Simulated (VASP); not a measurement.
# B2P5 (P-42m) in VASP: relaxation of cell and atoms with PBE

Aim: the relaxation of cell and atoms of B2P5 with PBE.

All numbers are computed with VASP 6.6.1; they aren't measurements. Logs are shortened: lines on timing, memory, paths and dates and some standing lists are left out, and cuts for length are marked.

## 1. The cell of the first run

Symmetry: P-42m, No. 111, tetragonal system. The conventional cell has a = 4.574 Å, b = 4.574 Å, c = 4.785 Å, α = 90.00°, β = 90.00°, γ = 90.00°. B (site symmetry 222) has 4 P at 1.98 Å within 2.6 Å. P (site symmetry -42m) has 4 P at 2.23 Å within 2.9 Å. P (site symmetry m) has 2 B at 1.98 Å and 1 P at 2.23 Å within 2.6 Å.

## 2. Relaxation of cell and atoms, PBE

INCAR reads:

```
SYSTEM = B2P5
  ALGO = Normal
  EDIFF = 1E-7
  EDIFFG = -0.01
  ENCUT = 600
  GGA = PE
  IBRION = 2
  ISIF = 3
  ISMEAR = 0
  LASPH = .True.
  LCHARG = .False.
  LREAL = .False.
  LWAVE = .False.
  NELM = 60
  NSW = 100
  PREC = Accurate
  SIGMA = 0.1
```

KPOINTS reads:

```
k-points
0
Gamma
  8 8 6
  0 0 0
```

POSCAR reads:

```
B2P5
1.0
    4.5741079990      0.0000000000      0.0000000000
    0.0000000000      4.5741079990      0.0000000000
    0.0000000000      0.0000000000      4.7846170936
B P
2 5
Direct
    0.5000000000      0.0000000000      0.5000000000
    0.0000000000      0.5000000000      0.5000000000
    0.0000000000      0.0000000000      0.0000000000
    0.7164633484      0.2835366516      0.7361073760
    0.2835366516      0.7164633484      0.7361073760
    0.7164633484      0.7164633484      0.2638926240
    0.2835366516      0.2835366516      0.2638926240
```

Potentials or basis: VASP PAW PBE potentials, release 64 (B, P).

Started as:

```
cat potpaw_PBE.64/B/POTCAR potpaw_PBE.64/P/POTCAR > POTCAR
mpirun -np 1 vasp_std > vasp.out
```

OUTCAR:

```text
SYSTEM = B2P5
   EDIFF = 1E-7
   EDIFFG = -0.01
   ENCUT = 600
   GGA = PE
   IBRION = 2
   ISIF = 3
   ISMEAR = 0
   LASPH = .True.
   LREAL = .False.
   NELM = 60
   NSW = 100
   PREC = Accurate

 ion  position               nearest neighbor table
   1  0.500  0.000  0.500-   4 1.98   5 1.98   6 1.98   7 1.98
   2  0.000  0.500  0.500-   4 1.98   5 1.98   6 1.98   7 1.98
   3  0.000  0.000  0.000-   4 2.23   5 2.23   6 2.23   7 2.23
   4  0.716  0.284  0.736-   1 1.98   2 1.98   3 2.23   5 2.80
   5  0.284  0.716  0.736-   1 1.98   2 1.98   3 2.23   4 2.80
   6  0.716  0.716  0.264-   1 1.98   2 1.98   3 2.23   7 2.80
   7  0.284  0.284  0.264-   1 1.98   2 1.98   3 2.23   6 2.80

  LATTYP: Found a simple tetragonal cell.
 ALAT       =     4.5741079990
 C/A-ratio  =     1.0460218899

  Lattice vectors:

 A1 = (   4.5741079990,   0.0000000000,   0.0000000000)
 A2 = (   0.0000000000,   4.5741079990,   0.0000000000)
 A3 = (   0.0000000000,   0.0000000000,   4.7846170936)

Analysis of symmetry for initial positions (statically):
=====================================================================
 Subroutine PRICEL returns:
 Original cell was already a primitive cell.

 Routine SETGRP: Setting up the symmetry group for a
 simple tetragonal supercell.

 Subroutine GETGRP returns: Found  8 space group operations
 (whereof  8 operations were pure point group operations)
 out of a pool of 16 trial point group operations.

The static configuration has the point symmetry D_2d.

Analysis of symmetry for dynamics (positions and initial velocities):
=====================================================================
 Subroutine PRICEL returns:
 Original cell was already a primitive cell.

 Routine SETGRP: Setting up the symmetry group for a
 simple tetragonal supercell.

 Subroutine GETGRP returns: Found  8 space group operations
 (whereof  8 operations were pure point group operations)
 out of a pool of 16 trial point group operations.

The dynamic configuration has the point symmetry D_2d.

 Subroutine INISYM returns: Found  8 space group operations
 (whereof  8 operations are pure point group operations),
 and found     1 'primitive' translations

----------------------------------------------------------------------------------------

                                     Primitive cell

  volume of cell :     100.1060

  direct lattice vectors                    reciprocal lattice vectors
     4.574107999  0.000000000  0.000000000     0.218621860  0.000000000  0.000000000
     0.000000000  4.574107999  0.000000000     0.000000000  0.218621860  0.000000000
     0.000000000  0.000000000  4.784617094     0.000000000  0.000000000  0.209003141

  length of vectors
     4.574107999  4.574107999  4.784617094     0.218621860  0.218621860  0.209003141

  position of ions in fractional coordinates (direct lattice)
     0.500000000  0.000000000  0.500000000
     0.000000000  0.500000000  0.500000000
     0.000000000  0.000000000  0.000000000
     0.716463348  0.283536652  0.736107376
     0.283536652  0.716463348  0.736107376
     0.716463348  0.716463348  0.263892624
     0.283536652  0.283536652  0.263892624

  ion indices of the primitive-cell ions
   primitive index   ion index
                 1           1
                 2           2
                 3           3
                 4           4
                 5           5
                 6           6
                 7           7

----------------------------------------------------------------------------------------

 KPOINTS: k-points

Automatic generation of k-mesh.
 Grid dimensions read from file:
 generate k-points for:    8    8    6

 Generating k-lattice:

  Cartesian coordinates                     Fractional coordinates (reciprocal lattice)
     0.027327733  0.000000000  0.000000000     0.125000000  0.000000000  0.000000000
     0.000000000  0.027327733  0.000000000     0.000000000  0.125000000  0.000000000
     0.000000000  0.000000000  0.034833857     0.000000000  0.000000000  0.166666667

  Length of vectors
     0.027327733  0.027327733  0.034833857

  Shift w.r.t. Gamma in fractional coordinates (k-lattice)
     0.000000000  0.000000000  0.000000000

 Subroutine IBZKPT returns following result:
 ===========================================

 Found     60 irreducible k-points:

 Following reciprocal coordinates:
            Coordinates               Weight
  0.000000  0.000000  0.000000      1.000000
  0.125000  0.000000  0.000000      4.000000
  0.250000  0.000000  0.000000      4.000000
  0.375000  0.000000  0.000000      4.000000
  0.500000  0.000000  0.000000      2.000000
  0.125000  0.125000  0.000000      4.000000
[... 16 lines left out ...]
  0.375000  0.125000  0.166667     16.000000
  0.500000  0.125000  0.166667      8.000000
 [... further k-points ...]
   k-points           NKPTS =     60   k-points in BZ     NKDIM =     60   number of bands    NBANDS=     19
   number of dos      NEDOS =    301   number of ions     NIONS =      7
   total plane-waves  NPLWV =  64000
   dimension x,y,z NGX =    40 NGY =   40 NGZ =   40
   dimension x,y,z NGXF=    80 NGYF=   80 NGZF=   80
   ions per type =               2   5
   NGX,Y,Z   is equivalent  to a cutoff of  14.54, 14.54, 13.90 a.u.
   NGXF,Y,Z  is equivalent  to a cutoff of  29.08, 29.08, 27.80 a.u.
 SYSTEM =  B2P5
   PREC   = accura    normal or accurate (medium, high low for compatibility)
   ISTART =      0    job   : 0-new  1-cont  2-samecut
   ICHARG =      2    charge: 1-file 2-atom 10-const
   ISPIN  =      1    spin polarized calculation?
   LNONCOLLINEAR =      F non collinear calculations
   LSORBIT =      F    spin-orbit coupling
   LASPH  =      T    aspherical Exc in radial PAW
   ENCUT  =  600.0 eV  44.10 Ry    6.64 a.u.   9.14  9.14  9.56*2*pi/ulx,y,z
   NELM   =     60;   NELMIN=  2; NELMDL= -5     # of ELM steps
   EDIFF  = 0.1E-06   stopping-criterion for ELM
   LREAL  =      F    real-space projection
   EDIFFG = -.1E-01   stopping-criterion for IOM
   NSW    =    100    number of steps for IOM
   IBRION =      2    ionic relax: 0-MD 1-quasi-New 2-CG
   NFREE  =      1    steps in history (QN), initial steepest desc. (CG)
   ISIF   =      3    stress and relaxation
   ISYM   =      2    0-nonsym 1-usesym 2-fastsym
   POTIM  = 0.5000    time-step for ionic-motion
   TEBEG  =    0.0;   TEEND  =   0.0 temperature during run
   PSTRESS=    0.0 pullay stress
   NELECT =      31.0000    total number of electrons
   NUPDOWN=      -1.0000    fix difference up-down
   EMIN   =  10.00;   EMAX   =-10.00  energy-range for DOS
   EFERMI =   0.00;   METHOD = LEGACY
   ISMEAR =     0;   SIGMA  =   0.10  broadening in eV -4-tet -1-fermi 0-gaus
   EFERMI_NEDOS =   21; number of points for ismear=-14 and -15
   IALGO  =     38    algorithm
   IMIX   =      4    mixing-type and parameters
     AMIX     =   0.40;   BMIX     =  1.00
     AMIX_MAG =   1.60;   BMIX_MAG =  1.00
  volume/ion in A,a.u.               =      14.30        96.51
  Fermi-wavevector in a.u.,A,eV,Ry     =   1.107581  2.093024 16.690744  1.226735
  Thomas-Fermi vector in A             =   2.244097
   LORBIT       =      0    0 simple, 1 ext, 2 COOP (PROOUT), +10 PAW based schemes
   GGA     = PE    functional components
   LHFCALC =     F    Hartree Fock is set to
   AEXX    =    0.0000 exact exchange contribution
   IVDW    =     0    specifies the selected vdW correction
   LEPSILON=     F    determine dielectric tensor
   LRPA    =     F    only Hartree local field effects (RPA)
 conjugate gradient relaxation of ions
 non-spin polarized calculation
 Gauss-broadening in eV      SIGMA  =   0.10
  energy-cutoff  :      600.00
  volume of cell :      100.11
 maximum number of plane-waves:      3372
 NGX is ok and might be reduce to    40
   NGX = 19   NGY = 19   NGZ = 19

--------------------------------------- Ionic step        1  -------------------------------------------

 number of electron      31.0000000 magnetization

 Free energy of the ion-electron system (eV)
  ---------------------------------------------------
  ext. energy  EPLUGINS =         0.00000000
  ---------------------------------------------------
  free energy    TOTEN  =       -40.00450782 eV

  energy without entropy =      -39.98518964  energy(sigma->0) =      -39.99484873

------------------------ aborting loop because EDIFF is reached ----------------------------------------

  FORCE on cell =-STRESS in cart. coord.  units (eV):
  Direction    XX          YY          ZZ          XY          YZ          ZX
  --------------------------------------------------------------------------------------
  -------------------------------------------------------------------------------------
  Total       -0.2629946     -0.2629946      0.0357177      0.0000000      0.0000000      0.0000000
  in kB       -4.2091783     -4.2091783      0.5716545      0.0000000      0.0000000      0.0000000
  external PRESSURE =      -2.6155673 kB  Pullay stress =       0.0000000 kB
[... 272 lines left out ...]
  energy  without entropy=      -39.9914820916  energy(sigma->0) =      -39.99982893

--------------------------------------- Ionic step        8  -------------------------------------------

 number of electron      31.0000002 magnetization

 Free energy of the ion-electron system (eV)
  ---------------------------------------------------
  ext. energy  EPLUGINS =         0.00000000
  ---------------------------------------------------
  free energy    TOTEN  =       -40.00821272 eV

  energy without entropy =      -39.99154533  energy(sigma->0) =      -39.99987902

 E-fermi :   7.3570     XC(G=0): -10.6058

 val. band max:        7.3492213335   @ k =   0.5000   0.3750   0.1667
 cond. band min:       7.3801792046   @ k =   0.1250   0.0000   0.0000
 fundamental gap:      0.0309578711
 Fermi energy:         7.3570276625

 k-point     1 :       0.0000    0.0000    0.0000
  band No.  band energies     occupation
      1      -8.2287      2.00000
      2      -3.7116      2.00000
      3      -3.5220      2.00000
      4      -3.1062      2.00000
      5      -3.1062      2.00000
      6      -1.2108      2.00000
[... 11 lines left out ...]
     18       8.5564      0.00000
     19       8.6371      0.00000
[... 489 lines left out ...]
      3      -4.0209      2.00000
      4      -3.3629      2.00000
      5      -1.9513      2.00000
      6       0.2310      2.00000
[... 11 lines left out ...]
     18       9.9284      0.00000
     19      10.6381      0.00000

 [... further k-points ...]
[... 5 lines left out ...]
  --------------------------------------------------------------------------------------
  -------------------------------------------------------------------------------------
  Total        0.0057033      0.0057033      0.0031095      0.0000000      0.0000000      0.0000000
  in kB        0.0915714      0.0915714      0.0499257      0.0000000      0.0000000      0.0000000
  external PRESSURE =       0.0776895 kB  Pullay stress =       0.0000000 kB
[... 22 lines left out ...]
  FREE ENERGIE OF THE ION-ELECTRON SYSTEM (eV)
  ---------------------------------------------------
  free  energy   TOTEN  =       -40.0082127211 eV

  energy  without entropy=      -39.9915453288  energy(sigma->0) =      -39.99987902

 reached required accuracy - stopping structural energy minimisation
```

Run time: 16 min. Hardware: 1 thread of AMD EPYC 7R13, shared host; peak memory 0.28 GiB.

Results:

| Property | Result |
| --- | --- |
| Free energy | -40.0082 eV |
| Relaxed volume | 14.26 Å³/atom |
| Relaxed cell | a = 4.553 Å, b = 4.553 Å, c = 4.814 Å, α = 90.00°, β = 90.00°, γ = 90.00° |
| Space group after relaxing (to 0.05 Å) | P-42m (No. 111) |
| Energy gained by relaxing | 0.5 meV/atom |
| Ionic steps | 8 |
| Pressure after relaxing | 0.0 GPa |
| Largest force after relaxing | 0.004 eV/Å |

Forces in eV/Å, atoms in the order of the input:
```
B    0.000  0.000  0.000
B    0.000  0.000  0.000
P    0.000  0.000  0.000
P    0.001 -0.001 -0.004
P   -0.001  0.001 -0.004
P    0.001  0.001  0.004
P   -0.001 -0.001  0.004
```

The path:
```tsv
step	energy change (eV)	largest force (eV/Å)	pressure (GPa)	volume (Å³)
1	0.0000	0.0965	-0.26	100.11
2	-0.0020	0.0525	0.08	99.77
3	-0.0025	0.0330	0.34	99.51
4	-0.0034	0.0324	-0.08	99.78
5	-0.0034	0.0291	-0.05	99.76
6	-0.0037	0.0151	0.02	99.74
7	-0.0037	0.0137	0.04	99.73
8	-0.0037	0.0042	0.01	99.79
```

Final structure:
```
CELL_PARAMETERS angstrom
4.55269 0.00000 0.00000
0.00000 4.55269 0.00000
0.00000 0.00000 4.81442
ATOMIC_POSITIONS crystal
B 0.50000 0.00000 0.50000
B 0.00000 0.50000 0.50000
P 0.00000 0.00000 0.00000
P 0.71491 0.28509 0.73486
P 0.28509 0.71491 0.73486
P 0.71491 0.71491 0.26514
P 0.28509 0.28509 0.26514
```
